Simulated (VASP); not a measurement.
Crystal: PbS (Galena).

```xyz
2
Lattice="4.1942 0.0000 0.0000 2.0971 3.6323 0.0000 2.0971 1.2108 3.4246" Properties=species:S:1:pos:R:3 pbc="T T T"
Pb    0.0000    0.0000    0.0000
S     4.1942    2.4215    1.7123
```

Base run:

```yaml
Program: VASP 6.6.1
Functional: PBE
Potentials_or_basis: VASP PAW PBE potentials, release 64 (Pb_d, S)
Cutoff: 520 eV
k_mesh: 6 × 6 × 6
Occupations: gaussian, width 0.01 eV
Spin: no spin polarisation
```

Its results: band gap on the k mesh 0.37 eV, direct; pressure 2.1 GPa.

Question: The run is repeated on the same cell with these changes: functional from PBE to RPBE. What comes out?

Answer: Band gap on the k mesh 0.46 eV, direct; pressure 4.1 GPa.

RPBE binds less tightly than PBE, so the same cell stands under more pressure.

Caveats: spin-orbit coupling is left out, which moves the levels of the heavy elements; the PAW data sets were made with another functional, which shifts forces and pressure a little (some runs).

A k mesh can miss the band edges.
